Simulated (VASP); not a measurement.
A run of VASP 6.6.1 is set up as follows.

Contents of INCAR:

```
SYSTEM = BP
ALGO = Normal
EDIFF = 1E-7
ENCUT = 520
GGA = RP
ISIF = 2
ISMEAR = 0
LASPH = .TRUE.
LCHARG = .FALSE.
LREAL = .FALSE.
LWAVE = .FALSE.
NBANDS = 11
NELM = 100
PREC = Accurate
SIGMA = 0.05
```

Contents of KPOINTS:

```
k-points
0
G
  12 12 12
  0 0 0
```

POSCAR

```
BP
1.0
    0.0000000000      2.2742113017      2.2742113017
    2.2742113017      0.0000000000      2.2742113017
    2.2742113017      2.2742113017      0.0000000000
B P
1 1
Direct
    0.0000000000      0.0000000000      0.0000000000
    0.7500000000      0.7500000000      0.7500000000
```

Potentials or basis: VASP PAW PBE potentials, release 64 (B, P).

The run is started by

```sh
$ cat potpaw_PBE.64/B/POTCAR potpaw_PBE.64/P/POTCAR > POTCAR
$ mpirun -np 1 vasp_std > vasp.out
```

(1) Estimate the band gap on the k mesh.

(2) Predict the pressure.

Results:

(1) 1.26 eV, indirect (least direct gap 3.38 eV).

(2) 2.3 GPa.

Caveat: the PAW data sets were made with another functional, which shifts forces and pressure a little.
